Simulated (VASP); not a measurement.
# NaF (Fm-3m) in VASP: notebook

Runs on NaF. Level: PBE. Tasks: single point.

Program: VASP 6.6.1. These are calculated values, not measurements. Logs are shortened: lines on timing, memory, paths and dates and some standing lists are left out, and cuts for length are marked.

**1. The cell of the first run**

Symmetry: Fm-3m, No. 225, cubic system. Conventional cell: a = 5.038 Å, b = 5.038 Å, c = 5.038 Å, α = 90.00°, β = 90.00°, γ = 90.00°. Na (site symmetry m-3m) has 6 F at 2.52 Å within 3.3 Å. F (site symmetry m-3m) has 6 Na at 2.52 Å within 3.3 Å.

**2. Single point, PBE**

The input, INCAR:

```
SYSTEM = NaF
ALGO = Normal ; EDIFF = 1E-6
ENCUT = 600 ; GGA = PE
GGA_COMPAT = .False. ; ISIF = 2
ISMEAR = 0 ; LASPH = .True.
LCHARG = .False. ; LREAL = .False.
LWAVE = .False. ; NBANDS = 14
NELM = 120 ; PREC = Accurate
SIGMA = 0.1
```

The input, KPOINTS:

```
k-points
0
Gamma
  6 6 6
  0 0 0
```

The input, POSCAR:

```
NaF
1.0
    0.0000000000      2.5191469033      2.5191469033
    2.5191469033      0.0000000000      2.5191469033
    2.5191469033      2.5191469033      0.0000000000
Na F
1 1
Direct
    0.0000000000      0.0000000000      0.0000000000
    0.5000000000      0.5000000000      0.5000000000
```

Potentials or basis: VASP PAW PBE potentials, release 64 (Na_pv, F).

Command:

```console
> cat potpaw_PBE.64/Na_pv/POTCAR potpaw_PBE.64/F/POTCAR > POTCAR
> mpirun -np 1 vasp_std > vasp.out
```

OUTCAR:

```text
SYSTEM = NaF
   EDIFF = 1E-6
   ENCUT = 600
   GGA = PE
   ISIF = 2
   ISMEAR = 0
   LASPH = .True.
   LREAL = .False.
   NELM = 120
   PREC = Accurate

 ion  position               nearest neighbor table
   1  0.000  0.000  0.000-
   2  0.500  0.500  0.500-

  LATTYP: Found a face centered cubic cell.
 ALAT       =     5.0382938066

  Lattice vectors:

 A1 = (   0.0000000000,   2.5191469033,   2.5191469033)
 A2 = (   2.5191469033,   0.0000000000,   2.5191469033)
 A3 = (   2.5191469033,   2.5191469033,   0.0000000000)

Analysis of symmetry for initial positions (statically):
[... 33 lines left out ...]
                                     Primitive cell

  volume of cell :      31.9735

  direct lattice vectors                    reciprocal lattice vectors
     0.000000000  2.519146903  2.519146903    -0.198479890  0.198479890  0.198479890
     2.519146903  0.000000000  2.519146903     0.198479890 -0.198479890  0.198479890
     2.519146903  2.519146903  0.000000000     0.198479890  0.198479890 -0.198479890

  length of vectors
     3.562611716  3.562611716  3.562611716     0.343777254  0.343777254  0.343777254

  position of ions in fractional coordinates (direct lattice)
     0.000000000  0.000000000  0.000000000
     0.500000000  0.500000000  0.500000000

  ion indices of the primitive-cell ions
   primitive index   ion index
                 1           1
                 2           2

----------------------------------------------------------------------------------------

 KPOINTS: k-points

Automatic generation of k-mesh.
 Grid dimensions read from file:
 generate k-points for:    6    6    6

 Generating k-lattice:

  Cartesian coordinates                     Fractional coordinates (reciprocal lattice)
    -0.033079982  0.033079982  0.033079982     0.166666667  0.000000000  0.000000000
     0.033079982 -0.033079982  0.033079982     0.000000000  0.166666667  0.000000000
     0.033079982  0.033079982 -0.033079982     0.000000000  0.000000000  0.166666667

  Length of vectors
     0.057296209  0.057296209  0.057296209

  Shift w.r.t. Gamma in fractional coordinates (k-lattice)
     0.000000000  0.000000000  0.000000000

 Subroutine IBZKPT returns following result:
 ===========================================

 Found     16 irreducible k-points:

 Following reciprocal coordinates:
            Coordinates               Weight
  0.000000  0.000000  0.000000      1.000000
  0.166667  0.000000  0.000000      8.000000
  0.333333  0.000000  0.000000      8.000000
  0.500000  0.000000  0.000000      4.000000
  0.166667  0.166667  0.000000      6.000000
  0.333333  0.166667  0.000000     24.000000
[... 8 lines left out ...]
 -0.333333  0.333333  0.166667     24.000000
 -0.333333  0.500000  0.166667     12.000000
   k-points           NKPTS =     16   k-points in BZ     NKDIM =     16   number of bands    NBANDS=     14
   number of dos      NEDOS =    301   number of ions     NIONS =      2
   total plane-waves  NPLWV =  21952
   dimension x,y,z NGX =    28 NGY =   28 NGZ =   28
   dimension x,y,z NGXF=    56 NGYF=   56 NGZF=   56
   ions per type =               1   1
   NGX,Y,Z   is equivalent  to a cutoff of  13.07, 13.07, 13.07 a.u.
   NGXF,Y,Z  is equivalent  to a cutoff of  26.13, 26.13, 26.13 a.u.
 SYSTEM =  NaF
   PREC   = accura    normal or accurate (medium, high low for compatibility)
   ISTART =      0    job   : 0-new  1-cont  2-samecut
   ICHARG =      2    charge: 1-file 2-atom 10-const
   ISPIN  =      1    spin polarized calculation?
   LNONCOLLINEAR =      F non collinear calculations
   LSORBIT =      F    spin-orbit coupling
   LASPH  =      T    aspherical Exc in radial PAW
   ENCUT  =  600.0 eV  44.10 Ry    6.64 a.u.   7.12  7.12  7.12*2*pi/ulx,y,z
   NELM   =    120;   NELMIN=  2; NELMDL= -5     # of ELM steps
   EDIFF  = 0.1E-05   stopping-criterion for ELM
   LREAL  =      F    real-space projection
   EDIFFG = 0.1E-04   stopping-criterion for IOM
   NSW    =      0    number of steps for IOM
   IBRION =     -1    ionic relax: 0-MD 1-quasi-New 2-CG
   NFREE  =      0    steps in history (QN), initial steepest desc. (CG)
   ISIF   =      2    stress and relaxation
   ISYM   =      2    0-nonsym 1-usesym 2-fastsym
   POTIM  = 0.5000    time-step for ionic-motion
   TEBEG  =    0.0;   TEEND  =   0.0 temperature during run
   PSTRESS=    0.0 pullay stress
   NELECT =      14.0000    total number of electrons
   NUPDOWN=      -1.0000    fix difference up-down
   EMIN   =  10.00;   EMAX   =-10.00  energy-range for DOS
   EFERMI =   0.00;   METHOD = LEGACY
   ISMEAR =     0;   SIGMA  =   0.10  broadening in eV -4-tet -1-fermi 0-gaus
   EFERMI_NEDOS =   21; number of points for ismear=-14 and -15
   IALGO  =     38    algorithm
   IMIX   =      4    mixing-type and parameters
     AMIX     =   0.40;   BMIX     =  1.00
     AMIX_MAG =   1.60;   BMIX_MAG =  1.00
  volume/ion in A,a.u.               =      15.99       107.88
  Fermi-wavevector in a.u.,A,eV,Ry     =   1.243142  2.349197 21.026466  1.545402
  Thomas-Fermi vector in A             =   2.377466
   LORBIT       =      0    0 simple, 1 ext, 2 COOP (PROOUT), +10 PAW based schemes
   GGA     = PE    functional components
   LHFCALC =     F    Hartree Fock is set to
   AEXX    =    0.0000 exact exchange contribution
   IVDW    =     0    specifies the selected vdW correction
   LEPSILON=     F    determine dielectric tensor
   LRPA    =     F    only Hartree local field effects (RPA)
 non-spin polarized calculation
 Gauss-broadening in eV      SIGMA  =   0.10
  energy-cutoff  :      600.00
  volume of cell :       31.97
 maximum number of plane-waves:      1090
   NGX = 15   NGY = 15   NGZ = 15

 number of electron      13.9999983 magnetization

 Free energy of the ion-electron system (eV)
  ---------------------------------------------------
  ext. energy  EPLUGINS =         0.00000000
  ---------------------------------------------------
  free energy    TOTEN  =        -8.44164923 eV

  energy without entropy =       -8.44164923  energy(sigma->0) =       -8.44164923

 E-fermi :  -2.5457     XC(G=0):  -8.0264

 val. band max:       -2.9778437886   @ k =   0.0000   0.0000   0.0000
 cond. band min:       2.1569215888   @ k =   0.0000   0.0000   0.0000
 fundamental gap:      5.1347653775
 Fermi energy:        -2.5457262369

 k-point     1 :       0.0000    0.0000    0.0000
  band No.  band energies     occupation
      1     -22.7413      2.00000
      2     -22.7413      2.00000
      3     -22.7413      2.00000
      4     -21.8146      2.00000
      5      -2.9778      2.00000
      6      -2.9778      2.00000
      7      -2.9778      2.00000
      8       2.1569      0.00000
      9      14.2156      0.00000
     10      14.2156      0.00000
     11      14.2156      0.00000
     12      16.6081      0.00000
     13      18.5123      0.00000
     14      18.5123      0.00000

 k-point     2 :       0.1667    0.0000    0.0000
  band No.  band energies     occupation
      1     -22.8022      2.00000
      2     -22.7428      2.00000
      3     -22.7428      2.00000
      4     -21.7366      2.00000
      5      -3.3231      2.00000
      6      -3.0169      2.00000
      7      -3.0169      2.00000
      8       2.9317      0.00000
      9      11.8820      0.00000
     10      14.4284      0.00000
     11      14.4284      0.00000
     12      17.4186      0.00000
     13      17.4186      0.00000
     14      17.9945      0.00000

 k-point     3 :       0.3333    0.0000    0.0000
  band No.  band energies     occupation
      1     -22.9027      2.00000
      2     -22.7458      2.00000
      3     -22.7458      2.00000
      4     -21.6019      2.00000
      5      -3.8701      2.00000
      6      -3.0938      2.00000
      7      -3.0938      2.00000
      8       4.6949      0.00000
      9       9.3074      0.00000
     10      14.5997      0.00000
     11      14.5998      0.00000
     12      16.9582      0.00000
     13      16.9582      0.00000
     14      17.5183      0.00000

 k-point     4 :       0.5000    0.0000    0.0000
  band No.  band energies     occupation
      1     -22.9458      2.00000
      2     -22.7473      2.00000
      3     -22.7473      2.00000
      4     -21.5415      2.00000
      5      -4.0996      2.00000
      6      -3.1318      2.00000
      7      -3.1318      2.00000
      8       6.3634      0.00000
      9       7.4901      0.00000
     10      14.5296      0.00000
     11      14.5296      0.00000
     12      17.0763      0.00000
     13      17.0764      0.00000
     14      17.3311      0.00000

 k-point     5 :       0.1667    0.1667    0.0000
  band No.  band energies     occupation
      1     -22.8008      2.00000
      2     -22.7467      2.00000
      3     -22.7467      2.00000
      4     -21.7286      2.00000
      5      -3.3531      2.00000
      6      -3.0553      2.00000
      7      -3.0553      2.00000
      8       3.1695      0.00000
      9      11.9428      0.00000
     10      14.0269      0.00000
     11      14.0269      0.00000
[... 140 lines left out ...]
 k-point    14 :       0.5000    0.3333    0.1667
  band No.  band energies     occupation
      1     -22.8619      2.00000
      2     -22.7653      2.00000
      3     -22.7549      2.00000
      4     -21.6174      2.00000
      5      -3.8069      2.00000
      6      -3.3499      2.00000
      7      -3.1996      2.00000
      8       6.0613      0.00000
      9       9.3718      0.00000
     10      11.4211      0.00000
     11      13.0907      0.00000
     12      15.7651      0.00000
     13      18.2822      0.00000
     14      20.1310      0.00000

 k-point    15 :      -0.3333    0.3333    0.1667
  band No.  band energies     occupation
      1     -22.8594      2.00000
      2     -22.7719      2.00000
      3     -22.7614      2.00000
      4     -21.6038      2.00000
      5      -3.7820      2.00000
      6      -3.4915      2.00000
      7      -3.2548      2.00000
      8       7.8183      0.00000
      9       8.0883      0.00000
     10      10.7419      0.00000
     11      12.3744      0.00000
     12      16.8668      0.00000
     13      17.4408      0.00000
     14      21.2102      0.00000

 k-point    16 :      -0.3333    0.5000    0.1667
  band No.  band energies     occupation
      1     -22.8025      2.00000
      2     -22.7886      2.00000
      3     -22.7716      2.00000
      4     -21.6417      2.00000
      5      -3.7550      2.00000
      6      -3.4417      2.00000
      7      -3.3450      2.00000
      8       8.4284      0.00000
      9       8.9363      0.00000
     10       9.1452      0.00000
     11      11.9475      0.00000
     12      15.6239      0.00000
     13      19.2436      0.00000
     14      19.9938      0.00000

------------------------ aborting loop because EDIFF is reached ----------------------------------------

  FORCE on cell =-STRESS in cart. coord.  units (eV):
  Direction    XX          YY          ZZ          XY          YZ          ZX
  --------------------------------------------------------------------------------------
  -------------------------------------------------------------------------------------
  Total       -1.2092360     -1.2092360     -1.2092360      0.0000000     -0.0000000      0.0000000
  in kB      -60.5942188    -60.5942188    -60.5942188      0.0000000     -0.0000000      0.0000000
  external PRESSURE =     -60.5942188 kB  Pullay stress =       0.0000000 kB

 VOLUME and BASIS-vectors are now :
 -----------------------------------------------------------------------------
  energy-cutoff  :      600.00
  volume of cell :       31.97
      direct lattice vectors                 reciprocal lattice vectors
     0.000000000  2.519146903  2.519146903    -0.198479890  0.198479890  0.198479890
     2.519146903  0.000000000  2.519146903     0.198479890 -0.198479890  0.198479890
     2.519146903  2.519146903  0.000000000     0.198479890  0.198479890 -0.198479890

 POSITION                                       TOTAL-FORCE (eV/Angst)
 -----------------------------------------------------------------------------------
      0.00000      0.00000      0.00000         0.000000      0.000000      0.000000
      2.51915      2.51915      2.51915         0.000000     -0.000000     -0.000000
 -----------------------------------------------------------------------------------
    total drift:                                0.000000      0.000000      0.000000

  FREE ENERGIE OF THE ION-ELECTRON SYSTEM (eV)
  ---------------------------------------------------
  free  energy   TOTEN  =        -8.4416492314 eV

  energy  without entropy=       -8.4416492314  energy(sigma->0) =       -8.44164923
```

Run time: 12 s. Hardware: 1 thread of Intel Xeon 8259CL, shared host; peak memory 0.15 GiB.

Results:

* Free energy: -8.4416 eV
* Pressure: -6.1 GPa
* Band gap on the k mesh: 5.13 eV, direct

**3. Single point, PBE**

This run uses another cell than the first one, of 12.99 Å³/atom, 0.813 times its volume.

The input, INCAR:

```
  ALGO = Normal
  EDIFF = 1E-6
  ENCUT = 600
  GGA = PE
  GGA_COMPAT = F
  ISIF = 2
  ISMEAR = 0
  LASPH = T
  LCHARG = F
  LREAL = F
  LWAVE = F
  NBANDS = 14
  NELM = 120
  PREC = Accurate
  SIGMA = 0.02
```

The input, KPOINTS:

```
k-points
0
Gamma
  8 8 8
```

The input, POSCAR:

```
NaF
1.0
    0.0000000000      2.3509588084      2.3509588084
    2.3509588084      0.0000000000      2.3509588084
    2.3509588084      2.3509588084      0.0000000000
Na F
1 1
Direct
    0.0000000000      0.0000000000      0.0000000000
    0.5000000000      0.5000000000      0.5000000000
```

Potentials or basis: VASP PAW PBE potentials, release 64 (Na_pv, F).

Command:

```console
> cat potpaw_PBE.64/Na_pv/POTCAR potpaw_PBE.64/F/POTCAR > POTCAR
> mpirun -np 1 vasp_std > vasp.out
```

It took 21 s on 1 thread of Intel Xeon 8259CL, shared host; peak memory 0.15 GiB.

Results (log left out):

| Item | Value |
| --- | --- |
| Free energy | -8.5713 eV |
| Pressure | -0.3 GPa |
| Band gap on the k mesh | 6.07 eV, direct |

Levels at points of the mesh, in eV from the valence-band top:
```
           k point  band 5  band 6  band 7  band 8  band 9  band 10
(0.00, 0.00, 0.00)    0.00    0.00    0.00    6.07   18.67    18.67
(0.50, 0.00, 0.00)   -1.50   -0.23   -0.23   10.52   12.10    19.64
(0.50, 0.50, 0.00)   -1.21   -0.38   -0.38   12.80   13.16    13.18
```

**4. Single point, PBE**

This run uses another cell than the first one, of 12.99 Å³/atom, 0.813 times its volume.

The input, INCAR:

```
SYSTEM = NaF
  PREC = Accurate
  ENCUT = 600
  EDIFF = 1E-6
  ISMEAR = 0
  SIGMA = 0.02
  LREAL = .FALSE.
  LASPH = .TRUE.
  NELM = 120
  ALGO = Normal
  ISIF = 2
  LWAVE = .FALSE.
  LCHARG = .FALSE.
  GGA = PE
  NBANDS = 14
  GGA_COMPAT = .FALSE.
```

The input, KPOINTS:

```
Automatic mesh
0
G
  8 8 8
  0 0 0
```

POSCAR is that of step 3.

Command:

```console
> cat potpaw_PBE.64/Na_pv/POTCAR potpaw_PBE.64/F/POTCAR > POTCAR
> mpirun -np 1 vasp_std > vasp.out
```

It took 23 s on 1 thread of Intel Xeon 8259CL, shared host; peak memory 0.15 GiB.

Results (log left out):

```yaml
Free_energy: -8.5713 eV
Pressure: -0.3 GPa
Band_gap_on_the_k_mesh: 6.07 eV, direct
```

Levels at points of the mesh, in eV from the valence-band top:
```
           k point  band 5  band 6  band 7  band 8  band 9  band 10
(0.00, 0.00, 0.00)    0.00    0.00    0.00    6.07   18.67    18.67
(0.50, 0.00, 0.00)   -1.50   -0.23   -0.23   10.52   12.10    19.64
(0.50, 0.50, 0.00)   -1.21   -0.38   -0.38   12.80   13.16    13.18
```
